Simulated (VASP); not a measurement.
# Te (P3_121) in VASP: notebook, part 2 of 2

VASP 6.6.1. The steps go on from the part before.

**4. Single point, PBE**

INCAR reads:

```
PREC     = Accurate       # precision mode
ENCUT    = 500            # plane-wave cutoff, eV
EDIFF    = 1E-6           # SCF threshold, eV
ISMEAR   = 0              # smearing method
SIGMA    = 0.027000000000000003 # smearing width, eV
LREAL    = False          # projectors in reciprocal space
LASPH    = True           # aspherical terms in the spheres
NELM     = 120            # most SCF steps
ALGO     = Normal         # electronic algorithm
ISIF     = 2              # what is computed and relaxed
LWAVE    = False          # write WAVECAR
LCHARG   = False          # write CHGCAR
GGA      = PE             # functional
NBANDS   = 16             # bands
GGA_COMPAT= False
```

KPOINTS reads:

```
regular mesh
0
Gamma
  7 7 5
```

POSCAR reads:

```
Te
1.0
    4.4540000000      0.0000000000      0.0000000000
   -2.2270000000      3.8572771485      0.0000000000
    0.0000000000      0.0000000000      5.9240000000
Te
3
Direct
    0.7310000000      0.7310000000      0.0000000000
    0.0000000000      0.2690000000      0.6666666667
    0.2690000000      0.0000000000      0.3333333333
```

Potentials or basis: VASP PAW PBE potentials, release 64 (Te).

On the command line:

```sh
> cat potpaw_PBE.64/Te/POTCAR > POTCAR
> mpirun -np 1 vasp_std > vasp.out
```

OUTCAR:

```text
PREC = Accurate
   ENCUT = 500
   EDIFF = 1E-6
   ISMEAR = 0
   LREAL = False
   LASPH = True
   NELM = 120
   ISIF = 2
   GGA = PE

 ion  position               nearest neighbor table
   1  0.731  0.731  0.000-   3 2.86   2 2.86   3 3.47   2 3.47   2 3.47   3 3.47
   2  0.000  0.269  0.667-   1 2.86   3 2.86   1 3.47   1 3.47   3 3.47   3 3.47
   3  0.269  0.000  0.333-   1 2.86   2 2.86   1 3.47   1 3.47   2 3.47   2 3.47

  LATTYP: Found a hexagonal cell.
 ALAT       =     4.4540000000
 C/A-ratio  =     1.3300404131

  Lattice vectors:

 A1 = (   4.4540000000,   0.0000000000,   0.0000000000)
 A2 = (  -2.2270000000,   3.8572771485,   0.0000000000)
 A3 = (   0.0000000000,   0.0000000000,   5.9240000000)

Analysis of symmetry for initial positions (statically):
=====================================================================
 Subroutine PRICEL returns:
 Original cell was already a primitive cell.

 Routine SETGRP: Setting up the symmetry group for a
 hexagonal supercell.

 Subroutine GETGRP returns: Found  6 space group operations
 (whereof  2 operations were pure point group operations)
 out of a pool of 24 trial point group operations.

[... 161 lines left out ...]
  ---------------------------------------------------
  free energy    TOTEN  =        -9.41702791 eV

  energy without entropy =       -9.41702791  energy(sigma->0) =       -9.41702791

 E-fermi :   5.9120     XC(G=0):  -9.0718

 val. band max:        5.7932300663   @ k =   0.2857   0.2857   0.4000
 cond. band min:       6.4207459596   @ k =   0.0000   0.0000   0.4000
 fundamental gap:      0.6275158934
 Fermi energy:         5.9119757051

 k-point     1 :       0.0000    0.0000    0.0000
  band No.  band energies     occupation
      1      -7.6623      2.00000
      2      -4.3596      2.00000
      3      -4.3596      2.00000
      4       2.8942      2.00000
      5       3.2079      2.00000
      6       3.2079      2.00000
[... 433 lines left out ...]
      3      -3.3543      2.00000
      4       1.4187      2.00000
      5       2.4738      2.00000
      6       2.6807      2.00000
[... 8 lines left out ...]
     15      11.9494      0.00000
     16      12.5828      0.00000

 [... further k-points ...]
[... 5 lines left out ...]
  --------------------------------------------------------------------------------------
  -------------------------------------------------------------------------------------
  Total        0.8346071      0.8346071      1.1032380     -0.0000000      0.0000000      0.0000000
  in kB       13.1385235     13.1385235     17.3673558     -0.0000000      0.0000000      0.0000000
  external PRESSURE =      14.5481342 kB  Pullay stress =       0.0000000 kB

 VOLUME and BASIS-vectors are now :
 -----------------------------------------------------------------------------
  energy-cutoff  :      500.00
  volume of cell :      101.78
      direct lattice vectors                 reciprocal lattice vectors
     4.454000000  0.000000000  0.000000000     0.224517288  0.129625117  0.000000000
    -2.227000000  3.857277149  0.000000000     0.000000000  0.259250233  0.000000000
     0.000000000  0.000000000  5.924000000     0.000000000  0.000000000  0.168804862

 POSITION                                       TOTAL-FORCE (eV/Angst)
 -----------------------------------------------------------------------------------
      1.62794      2.81967      0.00000        -0.079935     -0.138451     -0.000000
     -0.59906      1.03761      3.94933        -0.079935      0.138451      0.000000
      1.19813      0.00000      1.97467         0.159869     -0.000000      0.000000
 -----------------------------------------------------------------------------------
    total drift:                                0.000000     -0.000000      0.000000

  FREE ENERGIE OF THE ION-ELECTRON SYSTEM (eV)
  ---------------------------------------------------
  free  energy   TOTEN  =        -9.4170279115 eV

  energy  without entropy=       -9.4170279115  energy(sigma->0) =       -9.41702791
```

OSZICAR:

```text
N       E                     dE             d eps       ncg     rms          rms(c)
DAV:   1     0.712057138054E+02    0.71206E+02   -0.62636E+03  1024   0.868E+02
DAV:   2    -0.483640756446E+01   -0.76042E+02   -0.72308E+02  1352   0.134E+02
DAV:   3    -0.935105755798E+01   -0.45146E+01   -0.44960E+01  1248   0.367E+01
DAV:   4    -0.943295722521E+01   -0.81900E-01   -0.81886E-01  1584   0.567E+00
DAV:   5    -0.943401601735E+01   -0.10588E-02   -0.10588E-02  1328   0.544E-01    0.123E+01
DAV:   6    -0.941931483192E+01    0.14701E-01   -0.16724E-02  1352   0.768E-01    0.776E+00
DAV:   7    -0.941755133964E+01    0.17635E-02   -0.36449E-02  1272   0.115E+00    0.274E-01
DAV:   8    -0.941696572821E+01    0.58561E-03   -0.65799E-03  1200   0.442E-01    0.161E-01
DAV:   9    -0.941699316359E+01   -0.27435E-04   -0.18481E-04  1592   0.866E-02    0.115E-01
DAV:  10    -0.941703306545E+01   -0.39902E-04   -0.49880E-05  1288   0.435E-02    0.282E-02
DAV:  11    -0.941702771033E+01    0.53551E-05   -0.15815E-05  1296   0.240E-02    0.143E-02
DAV:  12    -0.941702791151E+01   -0.20118E-06   -0.16533E-06  1088   0.749E-03
   1 F= -.94170279E+01 E0= -.94170279E+01  d E =-.296863E-11
```

stdout:

```text
POSCAR found type information on POSCAR Te
 POSCAR found :  1 types and       3 ions
 scaLAPACK will be used
 LDA part: xc-table for (Slater+PW92), standard interpolation
 POSCAR, INCAR and KPOINTS ok, starting setup
 FFT: planning ... GRIDC
 FFT: planning ... GRID_SOFT
 FFT: planning ... GRID
 WAVECAR not read
 entering main loop
```

Run time: 34 s. Hardware: 1 thread of Intel Xeon Platinum 8259CL at 2.50GHz (Skylake/Cascade Lake), shared host; peak memory 0.22 GiB.

Results:

* Free energy: -9.4170 eV
* Pressure: 1.5 GPa
* Largest force: 0.160 eV/Å
* Band gap on the k mesh: 0.63 eV, indirect (least direct gap 0.78 eV)

Forces on the atoms (eV/Å):
```
Te  -0.080 -0.138  0.000
Te  -0.080  0.138  0.000
Te   0.160  0.000  0.000
```

Stress tensor (GPa, compression positive):
```
1.31 0.00 0.00
0.00 1.31 0.00
0.00 0.00 1.74
```

Levels at points of the mesh, in eV from the valence-band top:
```csv
k point,band 5,band 6,band 7,band 8,band 9,band 10,band 11,band 12,band 13,band 14
"(0.00, 0.00, 0.00)",-2.59,-2.59,-1.52,-1.52,-0.69,1.17,1.17,1.77,5.12,5.12
```

Caveat: spin-orbit coupling is left out, which moves the levels of the heavy elements. A k mesh can miss the band edges.

**5. Single point, PBE**

INCAR reads:

```
SYSTEM = Te
  ALGO = Normal
  EDIFF = 1E-6
  ENCUT = 520
  GGA = PE
  ISIF = 2
  ISMEAR = -1
  LASPH = .True.
  LCHARG = .True.
  LELF = .True.
  LREAL = .False.
  LVHAR = .True.
  LWAVE = .False.
  NBANDS = 16
  NELM = 100
  PREC = Accurate
  SIGMA = 0.05
```

KPOINTS reads:

```
k-points
0
Gamma
  4 4 3
  0 0 0
```

POSCAR is that of step 4.

On the command line:

```sh
> cat potpaw_PBE.64/Te/POTCAR > POTCAR
> mpirun -np 1 vasp_std > vasp.out
```

Wall time 12 s (1 thread of Intel Xeon Platinum 8488C (Sapphire Rapids), shared host); peak memory 0.22 GiB.

The run converged. Its results:

```yaml
Free_energy: -9.3848 eV
Pressure: 1.6 GPa
Largest_force: 0.149 eV/Å
Band_gap_on_the_k_mesh: 0.79 eV, indirect (least direct gap 1.00 eV)
```

Forces on the atoms (eV/Å):
```
Te  -0.075 -0.129  0.000
Te  -0.075  0.129  0.000
Te   0.149  0.000  0.000
```

Levels at points of the mesh, in eV from the valence-band top:
```csv
k point,band 5,band 6,band 7,band 8,band 9,band 10,band 11,band 12,band 13,band 14
"(0.00, 0.00, 0.00)",-2.48,-2.48,-1.41,-1.41,-0.58,1.27,1.27,1.87,5.23,5.23
"(0.50, 0.00, 0.00)",-4.15,-3.33,-3.26,-0.76,-0.55,1.11,1.17,3.20,3.99,7.61
```

Caveat: spin-orbit coupling is left out, which moves the levels of the heavy elements.

**6. Summary**

| k mesh | cutoff (eV) | smearing | gap on the mesh (eV) | pressure (GPa) | largest force (eV/Å) |
| --- | --- | --- | --- | --- | --- |
| 7 × 7 × 5 | 500 | gaussian 0.024 eV | 0.63 | 1.5 | 0.16 |
| 7 × 7 × 5 | 500 | gaussian 0.025 eV | 0.63 | 1.5 | 0.16 |
| 7 × 7 × 5 | 500 | gaussian 0.027 eV | 0.63 | 1.5 | 0.16 |
| 4 × 4 × 3 | 520 | fermi-dirac 0.05 eV | 0.79 | 1.6 | 0.15 |

Alike in all rows: task single point; level PBE; potentials or basis VASP PAW PBE potentials, release 64 (Te); no spin polarisation; cell as given.

On the cell as given the gap runs from 0.63 eV (PBE) to 0.79 eV (PBE); the meshes differ, which moves gaps too.

Caveats: spin-orbit coupling is left out, which moves the levels of the heavy elements.

Total energies depend on the potentials used, so only differences within one code and one set of settings carry meaning.
